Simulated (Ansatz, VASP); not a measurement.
**WS2 in VASP and in Ansatz**

INCAR

```
  PREC = Accurate
  ENCUT = 500
  EDIFF = 1E-6
  ISMEAR = 0
  SIGMA = 0.025
  LREAL = False
  LASPH = True
  NELM = 120
  ALGO = Normal
  ISIF = 2
  LWAVE = False
  LCHARG = False
  GGA = LIBXC
  LIBXC1 = GGA_X_PBE
  LIBXC2 = LDA_C_PW
  NBANDS = 20
  GGA_COMPAT = False
```

File KPOINTS:

```
regular mesh
0
Gamma
  10 10 10
```

The input POSCAR:

```
WS2
1.0
    1.5684023653      0.9055175278      6.1219674337
   -1.5684023653      0.9055175278      6.1219674337
    0.0000000000     -1.8110350555      6.1219674337
W S
1 2
Direct
    0.0000000000      0.0000000000      0.0000000000
    0.5810000000      0.5810000000      0.5810000000
    0.7503000000      0.7503000000      0.7503000000
```

File input.yaml:

```yaml
crystal:
  lattice:
    - [1.5684023653, 0.9055175278, 6.1219674337]
    - [-1.5684023653, 0.9055175278, 6.1219674337]
    - [0.0, -1.8110350555, 6.1219674337]
  atoms:
    - { symbol: W, position: [0.0, 0.0, 0.0] }
    - { symbol: S, position: [0.581, 0.581, 0.581] }
    - { symbol: S, position: [0.7503, 0.7503, 0.7503] }
kpoints:
  mp_grid: { grid: [10, 10, 10] }
scf:
  occupations: { method: gaussian, width: 0.025 }
hamiltonian:
  xc: { exchange: pbe, correlation: lda }
  pseudopotentials:
    kind: all_electron
    lapw: { basis_error: 0.002 }
    dirac_shells: { S: ["2p"], W: ["4p", "4d"] }
output:
  forces: true
  stress: true
  eigenvalues: true
```

Change from the starting cell: volume scaled by 0.98.

Alike in both runs: task single point; functional pbe exchange, lda correlation; k mesh 10 × 10 × 10; occupations gaussian, width 0.025 eV; no spin polarisation.

```csv
,VASP,Ansatz
version,VASP 6.6.1,Ansatz 0.2.0
potentials or method,"VASP PAW PBE potentials, release 64 (W_sv, S), cutoff 500 eV","all-electron LAPW, inner shells corrected to Dirac's equation"
```

Ansatz gave:

```
gap on the k mesh at the Fermi level (eV)                     : 1.12
least direct gap on the mesh (eV)                             : 2.28
pressure (GPa)                                                : 18.8
traceless stress, the component that is largest in VASP (GPa) : -1.53
rms of the force components (eV/Å)                            : 0.541
```

Question: Which values does VASP return?

Answer: gap on the k mesh at the Fermi level (eV): 1.13; least direct gap on the mesh (eV): 2.28; pressure (GPa): 18.5; traceless stress, the component that is largest in VASP (GPa): -1.57; rms of the force components (eV/Å): 0.531.

VASP's potentials were made for PBE, not for pbe exchange, lda correlation. Atom by atom the forces differ by 0.012 eV/Å (rms over components). Ansatz ran all-electron here, and VASP with PAW potentials.

Neither program's run includes spin-orbit coupling.
